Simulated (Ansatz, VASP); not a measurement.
One calculation of KF, two programs

Contents of INCAR:

```
SYSTEM = KF
ALGO = Normal
EDIFF = 1E-7
ENCUT = 520
GGA = PE
ISIF = 2
ISMEAR = 0
LASPH = .TRUE.
LCHARG = .TRUE.
LELF = .TRUE.
LREAL = .FALSE.
LVHAR = .TRUE.
LWAVE = .FALSE.
NBANDS = 24
NELM = 60
PREC = Accurate
SIGMA = 0.01
```

KPOINTS

```
k-points
0
G
  6 6 4
  0 0 0
```

File POSCAR:

```
KF
1.0
    3.6599347861      0.0000000000      0.0000000000
   -1.8299673931      3.1695965009      0.0000000000
    0.0000000000      0.0000000000      6.4788135034
K F
2 2
Direct
    0.0000000000      0.0000000000      0.0000000000
    0.0000000000      0.0000000000      0.5000000000
    0.3333333333      0.6666666667      0.2500000000
    0.6666666667      0.3333333333      0.7500000000
```

Input for Ansatz:

```yaml
crystal:
  lattice:
    - [3.6599347861, 0.0, 0.0]
    - [-1.8299673931, 3.1695965009, 0.0]
    - [0.0, 0.0, 6.4788135034]
  atoms:
    - { symbol: K, position: [0.0, 0.0, 0.0] }
    - { symbol: K, position: [0.0, 0.0, 0.5] }
    - { symbol: F, position: [0.3333333333, 0.6666666667, 0.25] }
    - { symbol: F, position: [0.6666666667, 0.3333333333, 0.75] }
kpoints:
  mp_grid: { grid: [6, 6, 4] }
hamiltonian:
  xc: pbe
scf:
  occupations: { method: fixed }
output:
  optics:
    e_range: [0, 22]
    de: 0.05
    sigma: 0.1
    bands: { spectra_wanted_up_to: 22 }
    scissors: 2.003
  write_density: true
  write_potential: true
  elf: true
  volumetric_format: npy
```

Alike in both runs: task single point; functional PBE; k mesh 6 × 6 × 4; no spin polarisation.

```csv
,VASP,Ansatz
version,VASP 6.6.1,Ansatz 0.2.0
potentials or method,"VASP PAW PBE potentials, release 64 (K_sv, F)","plane waves, PAW"
plane-wave cutoff (eV),520,420
occupations,"gaussian, width 0.01 eV",fixed
valence electrons in the cell,32,32
```

|  | VASP | Ansatz | Ansatz less VASP |
| --- | --- | --- | --- |
| gap on the k mesh at the Fermi level (eV) | 6.19 | 6.20 | +0.017 |
